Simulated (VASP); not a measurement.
# MgH2 (Pa-3) in VASP: notebook

MgH2 is run at these levels: PBEsol; tasks: single point, relaxation of cell and atoms.

Program: VASP 6.6.1. These are calculated values, not measurements. Logs are shortened: lines on timing, memory, paths and dates and some standing lists are left out, and cuts for length are marked.

## 1. The cell of the first run

The structure is cubic, space group Pa-3 (No. 205). The conventional cell has a = 4.782 Å, b = 4.782 Å, c = 4.782 Å, α = 90.00°, β = 90.00°, γ = 90.00°. Mg (site symmetry -3) has 6 H at 1.96 Å within 2.6 Å. Within 2.6 Å of H (site symmetry 3) lie 3 Mg at 1.96 Å and 7 H at 2.51 to 2.57 Å.

## 2. Single point, PBEsol

INCAR

```
SYSTEM = MgH2
PREC = Accurate ; ENCUT = 520
EDIFF = 1E-6 ; ISMEAR = -1
SIGMA = 0.03 ; LREAL = .FALSE.
LASPH = .TRUE. ; NELM = 60
ALGO = Normal ; ISIF = 2
LWAVE = .FALSE. ; LCHARG = .FALSE.
GGA = PS ; NBANDS = 20
```

KPOINTS

```
Automatic mesh
0
G
  4 4 4
  0 0 0
```

POSCAR

```
MgH2
1.0
    4.7820169966      0.0000000000      0.0000000000
    0.0000000000      4.7820169966      0.0000000000
    0.0000000000      0.0000000000      4.7820169966
Mg H
4 8
Direct
    0.5000000000      0.5000000000      0.0000000000
    0.5000000000      0.0000000000      0.5000000000
    0.0000000000      0.5000000000      0.5000000000
    0.0000000000      0.0000000000      0.0000000000
    0.1517107185      0.8482892815      0.3482892815
    0.8482892815      0.3482892815      0.1517107185
    0.3482892815      0.1517107185      0.8482892815
    0.6517107185      0.6517107185      0.6517107185
    0.8482892815      0.1517107185      0.6517107185
    0.1517107185      0.6517107185      0.8482892815
    0.6517107185      0.8482892815      0.1517107185
    0.3482892815      0.3482892815      0.3482892815
```

Potentials or basis: VASP PAW PBE potentials, release 64 (Mg, H).

Started as:

```console
cat potpaw_PBE.64/Mg/POTCAR potpaw_PBE.64/H/POTCAR > POTCAR
mpirun -np 1 vasp_std > vasp.out
```

OUTCAR:

```text
SYSTEM = MgH2
   PREC = Accurate
   ENCUT = 520
   EDIFF = 1E-6
   ISMEAR = -1
   LREAL = .FALSE.
   LASPH = .TRUE.
   NELM = 60
   ISIF = 2
   GGA = PS

 ion  position               nearest neighbor table
   1  0.500  0.500  0.000-   8 1.96  12 1.96   6 1.96  10 1.96  11 1.96   7 1.96   2 3.38   3 3.38
                             4 3.38   2 3.38   3 3.38   2 3.38   4 3.38   2 3.38   3 3.38   4 3.38
   2  0.500  0.000  0.500-   7 1.96  11 1.96   8 1.96   9 1.96   5 1.96  12 1.96   1 3.38   3 3.38
                             4 3.38   1 3.38   4 3.38   1 3.38   3 3.38   1 3.38   3 3.38   4 3.38
   3  0.000  0.500  0.500-   6 1.96  10 1.96   8 1.96   9 1.96   5 1.96  12 1.96   1 3.38   2 3.38
                             4 3.38   1 3.38   4 3.38   2 3.38   4 3.38   4 3.38   1 3.38   2 3.38
   4  0.000  0.000  0.000-   5 1.96   9 1.96   7 1.96   6 1.96  10 1.96  11 1.96   1 3.38   2 3.38
                             3 3.38   2 3.38   3 3.38   1 3.38   3 3.38   3 3.38   1 3.38   2 3.38
   5  0.152  0.848  0.348-   4 1.96   3 1.96   2 1.96
   6  0.848  0.348  0.152-   3 1.96   1 1.96   4 1.96
   7  0.348  0.152  0.848-   2 1.96   1 1.96   4 1.96
   8  0.652  0.652  0.652-   1 1.96   2 1.96   3 1.96
   9  0.848  0.152  0.652-   4 1.96   3 1.96   2 1.96
  10  0.152  0.652  0.848-   3 1.96   1 1.96   4 1.96
  11  0.652  0.848  0.152-   2 1.96   1 1.96   4 1.96
  12  0.348  0.348  0.348-   1 1.96   2 1.96   3 1.96

  LATTYP: Found a simple cubic cell.
 ALAT       =     4.7820169966

  Lattice vectors:

 A1 = (   4.7820169966,   0.0000000000,   0.0000000000)
 A2 = (   0.0000000000,   4.7820169966,   0.0000000000)
 A3 = (   0.0000000000,   0.0000000000,   4.7820169966)

Analysis of symmetry for initial positions (statically):
=====================================================================
 Subroutine PRICEL returns:
 Original cell was already a primitive cell.

 Routine SETGRP: Setting up the symmetry group for a
 simple cubic supercell.

 Subroutine GETGRP returns: Found 24 space group operations
 (whereof  6 operations were pure point group operations)
 out of a pool of 48 trial point group operations.

The static configuration has the point symmetry S_6 .
 The point group associated with its full space group is T_h .

Analysis of symmetry for dynamics (positions and initial velocities):
=====================================================================
 Subroutine PRICEL returns:
 Original cell was already a primitive cell.

 Routine SETGRP: Setting up the symmetry group for a
 simple cubic supercell.

 Subroutine GETGRP returns: Found 24 space group operations
 (whereof  6 operations were pure point group operations)
 out of a pool of 48 trial point group operations.

The dynamic configuration has the point symmetry S_6 .
 The point group associated with its full space group is T_h .

 Subroutine INISYM returns: Found 24 space group operations
 (whereof  6 operations are pure point group operations),
 and found     1 'primitive' translations

----------------------------------------------------------------------------------------

                                     Primitive cell

  volume of cell :     109.3537

  direct lattice vectors                    reciprocal lattice vectors
     4.782016997  0.000000000  0.000000000     0.209116781  0.000000000  0.000000000
     0.000000000  4.782016997  0.000000000     0.000000000  0.209116781  0.000000000
     0.000000000  0.000000000  4.782016997     0.000000000  0.000000000  0.209116781

  length of vectors
     4.782016997  4.782016997  4.782016997     0.209116781  0.209116781  0.209116781

  position of ions in fractional coordinates (direct lattice)
     0.500000000  0.500000000  0.000000000
     0.500000000  0.000000000  0.500000000
     0.000000000  0.500000000  0.500000000
     0.000000000  0.000000000  0.000000000
     0.151710718  0.848289282  0.348289282
     0.848289282  0.348289282  0.151710718
     0.348289282  0.151710718  0.848289282
     0.651710718  0.651710718  0.651710718
     0.848289282  0.151710718  0.651710718
     0.151710718  0.651710718  0.848289282
     0.651710718  0.848289282  0.151710718
     0.348289282  0.348289282  0.348289282

  ion indices of the primitive-cell ions
   primitive index   ion index
                 1           1
                 2           2
                 3           3
                 4           4
                 5           5
                 6           6
                 7           7
                 8           8
                 9           9
                10          10
                11          11
                12          12

----------------------------------------------------------------------------------------

 KPOINTS: Automatic mesh

Automatic generation of k-mesh.
 Grid dimensions read from file:
 generate k-points for:    4    4    4

 Generating k-lattice:

  Cartesian coordinates                     Fractional coordinates (reciprocal lattice)
     0.052279195  0.000000000  0.000000000     0.250000000  0.000000000  0.000000000
     0.000000000  0.052279195  0.000000000     0.000000000  0.250000000  0.000000000
     0.000000000  0.000000000  0.052279195     0.000000000  0.000000000  0.250000000

  Length of vectors
     0.052279195  0.052279195  0.052279195

  Shift w.r.t. Gamma in fractional coordinates (k-lattice)
     0.000000000  0.000000000  0.000000000

 Subroutine IBZKPT returns following result:
 ===========================================

 Found     11 irreducible k-points:

 Following reciprocal coordinates:
            Coordinates               Weight
  0.000000  0.000000  0.000000      1.000000
  0.250000  0.000000  0.000000      6.000000
  0.500000  0.000000  0.000000      3.000000
  0.250000  0.250000  0.000000     12.000000
  0.500000  0.250000  0.000000      6.000000
 -0.250000  0.500000  0.000000      6.000000
  0.500000  0.500000  0.000000      3.000000
  0.250000  0.250000  0.250000      8.000000
  0.500000  0.250000  0.250000     12.000000
  0.500000  0.500000  0.250000      6.000000
  0.500000  0.500000  0.500000      1.000000
   k-points           NKPTS =     11   k-points in BZ     NKDIM =     11   number of bands    NBANDS=     20
   number of dos      NEDOS =    301   number of ions     NIONS =     12
   total plane-waves  NPLWV =  46656
   dimension x,y,z NGX =    36 NGY =   36 NGZ =   36
   dimension x,y,z NGXF=    72 NGYF=   72 NGZF=   72
   ions per type =               4   8
   NGX,Y,Z   is equivalent  to a cutoff of  12.52, 12.52, 12.52 a.u.
   NGXF,Y,Z  is equivalent  to a cutoff of  25.03, 25.03, 25.03 a.u.
 SYSTEM =  MgH2
   PREC   = accura    normal or accurate (medium, high low for compatibility)
   ISTART =      0    job   : 0-new  1-cont  2-samecut
   ICHARG =      2    charge: 1-file 2-atom 10-const
   ISPIN  =      1    spin polarized calculation?
   LNONCOLLINEAR =      F non collinear calculations
   LSORBIT =      F    spin-orbit coupling
   LASPH  =      T    aspherical Exc in radial PAW
   ENCUT  =  520.0 eV  38.22 Ry    6.18 a.u.   8.89  8.89  8.89*2*pi/ulx,y,z
   NELM   =     60;   NELMIN=  2; NELMDL= -5     # of ELM steps
   EDIFF  = 0.1E-05   stopping-criterion for ELM
   LREAL  =      F    real-space projection
   EDIFFG = 0.1E-04   stopping-criterion for IOM
   NSW    =      0    number of steps for IOM
   IBRION =     -1    ionic relax: 0-MD 1-quasi-New 2-CG
   NFREE  =      0    steps in history (QN), initial steepest desc. (CG)
   ISIF   =      2    stress and relaxation
   ISYM   =      2    0-nonsym 1-usesym 2-fastsym
   POTIM  = 0.5000    time-step for ionic-motion
   TEBEG  =    0.0;   TEEND  =   0.0 temperature during run
   PSTRESS=    0.0 pullay stress
   NELECT =      16.0000    total number of electrons
   NUPDOWN=      -1.0000    fix difference up-down
   EMIN   =  10.00;   EMAX   =-10.00  energy-range for DOS
   EFERMI =   0.00;   METHOD = LEGACY
   ISMEAR =    -1;   SIGMA  =   0.03  broadening in eV -4-tet -1-fermi 0-gaus
   EFERMI_NEDOS =   21; number of points for ismear=-14 and -15
   IALGO  =     38    algorithm
   IMIX   =      4    mixing-type and parameters
     AMIX     =   0.40;   BMIX     =  1.00
     AMIX_MAG =   1.60;   BMIX_MAG =  1.00
  volume/ion in A,a.u.               =       9.11        61.50
  Fermi-wavevector in a.u.,A,eV,Ry     =   0.862655  1.630181 10.125092  0.744173
  Thomas-Fermi vector in A             =   1.980489
   LORBIT       =      0    0 simple, 1 ext, 2 COOP (PROOUT), +10 PAW based schemes
   GGA     = PS    functional components
   LHFCALC =     F    Hartree Fock is set to
   AEXX    =    0.0000 exact exchange contribution
   IVDW    =     0    specifies the selected vdW correction
   LEPSILON=     F    determine dielectric tensor
   LRPA    =     F    only Hartree local field effects (RPA)
 non-spin polarized calculation
  energy-cutoff  :      520.00
  volume of cell :      109.35
 maximum number of plane-waves:      3016
   NGX = 17   NGY = 17   NGZ = 17

 number of electron      15.9999992 magnetization

 Free energy of the ion-electron system (eV)
  ---------------------------------------------------
  ext. energy  EPLUGINS =         0.00000000
  ---------------------------------------------------
  free energy    TOTEN  =       -35.26862609 eV

  energy without entropy =      -35.26862609  energy(sigma->0) =      -35.26862609

 E-fermi :   1.9982     XC(G=0):  -9.0846

 val. band max:        1.3757004812   @ k =   0.0000   0.0000   0.0000
 cond. band min:       3.8949687300   @ k =   0.5000   0.0000   0.0000
 fundamental gap:      2.5192682489
 Fermi energy:         1.9981741858

 k-point     1 :       0.0000    0.0000    0.0000
  band No.  band energies     occupation
      1      -7.0397      2.00000
      2      -2.1525      2.00000
      3      -2.1525      2.00000
      4      -2.1525      2.00000
      5      -1.0910      2.00000
      6      -1.0910      2.00000
[... 12 lines left out ...]
     19       9.3921      0.00000
     20      12.0140      0.00000

 k-point     2 :       0.2500    0.0000    0.0000
  band No.  band energies     occupation
      1      -6.6589      2.00000
      2      -3.7961      2.00000
      3      -1.9172      2.00000
      4      -1.8616      2.00000
      5      -1.0977      2.00000
      6      -0.8246      2.00000
[... 12 lines left out ...]
     19      10.6350      0.00000
     20      10.7970      0.00000

 k-point     3 :       0.5000    0.0000    0.0000
  band No.  band energies     occupation
      1      -5.5416      2.00000
      2      -5.5416      2.00000
      3      -1.3890      2.00000
      4      -1.3890      2.00000
      5      -1.0841      2.00000
      6      -1.0841      2.00000
[... 12 lines left out ...]
     19      10.6216      0.00000
     20      10.6216      0.00000

 k-point     4 :       0.2500    0.2500    0.0000
  band No.  band energies     occupation
      1      -6.2817      2.00000
      2      -3.4673      2.00000
      3      -3.4579      2.00000
      4      -1.6245      2.00000
      5      -1.3338      2.00000
      6      -0.6544      2.00000
[... 130 lines left out ...]
 k-point    10 :       0.5000    0.5000    0.2500
  band No.  band energies     occupation
      1      -3.7762      2.00000
      2      -3.7762      2.00000
      3      -3.7762      2.00000
      4      -3.7762      2.00000
      5      -1.2771      2.00000
      6      -1.2771      2.00000
[... 12 lines left out ...]
     19      10.7136      0.00000
     20      10.7136      0.00000

 k-point    11 :       0.5000    0.5000    0.5000
  band No.  band energies     occupation
      1      -3.0027      2.00000
      2      -3.0027      2.00000
      3      -3.0027      2.00000
      4      -3.0027      2.00000
      5      -2.4874      2.00000
      6      -2.4874      2.00000
[... 12 lines left out ...]
     19      11.6933      0.00000
     20      11.6933      0.00000

------------------------ aborting loop because EDIFF is reached ----------------------------------------

  FORCE on cell =-STRESS in cart. coord.  units (eV):
  Direction    XX          YY          ZZ          XY          YZ          ZX
  --------------------------------------------------------------------------------------
  -------------------------------------------------------------------------------------
  Total       -0.1670060     -0.1670060     -0.1670060     -0.0000000      0.0000000      0.0000000
  in kB       -2.4468617     -2.4468617     -2.4468617     -0.0000000      0.0000000      0.0000000
  external PRESSURE =      -2.4468617 kB  Pullay stress =       0.0000000 kB

 VOLUME and BASIS-vectors are now :
 -----------------------------------------------------------------------------
  energy-cutoff  :      520.00
  volume of cell :      109.35
      direct lattice vectors                 reciprocal lattice vectors
     4.782016997  0.000000000  0.000000000     0.209116781  0.000000000  0.000000000
     0.000000000  4.782016997  0.000000000     0.000000000  0.209116781  0.000000000
     0.000000000  0.000000000  4.782016997     0.000000000  0.000000000  0.209116781

 POSITION                                       TOTAL-FORCE (eV/Angst)
 -----------------------------------------------------------------------------------
      2.39101      2.39101      0.00000         0.000000     -0.000000     -0.000000
      2.39101      0.00000      2.39101         0.000000     -0.000000     -0.000000
      0.00000      2.39101      2.39101         0.000000     -0.000000     -0.000000
      0.00000      0.00000      0.00000         0.000000     -0.000000     -0.000000
      0.72548      4.05653      1.66553        -0.000575      0.000575      0.000575
      4.05653      1.66553      0.72548         0.000575      0.000575     -0.000575
      1.66553      0.72548      4.05653         0.000575     -0.000575      0.000575
      3.11649      3.11649      3.11649        -0.000575     -0.000575     -0.000575
      4.05653      0.72548      3.11649         0.000575     -0.000575     -0.000575
      0.72548      3.11649      4.05653        -0.000575     -0.000575      0.000575
      3.11649      4.05653      0.72548        -0.000575      0.000575     -0.000575
      1.66553      1.66553      1.66553         0.000575      0.000575      0.000575
 -----------------------------------------------------------------------------------
    total drift:                                0.000000      0.000000     -0.000000

  FREE ENERGIE OF THE ION-ELECTRON SYSTEM (eV)
  ---------------------------------------------------
  free  energy   TOTEN  =       -35.2686260857 eV

  energy  without entropy=      -35.2686260856  energy(sigma->0) =      -35.26862609
```

Wall time 25 s (1 thread of Intel Xeon Platinum 8375C at 2.90GHz (Ice Lake), shared host); peak memory 0.2 GiB.

Results:

* Free energy: -35.2686 eV
* Pressure: -0.2 GPa
* Band gap on the k mesh: 2.52 eV, indirect (least direct gap 3.27 eV)

Caveat: the PAW data sets were made with another functional, which shifts forces and pressure a little. PBEsol gaps usually lie below the measured ones, often by a third to a half.

(Part 1 of 2 ends here.)
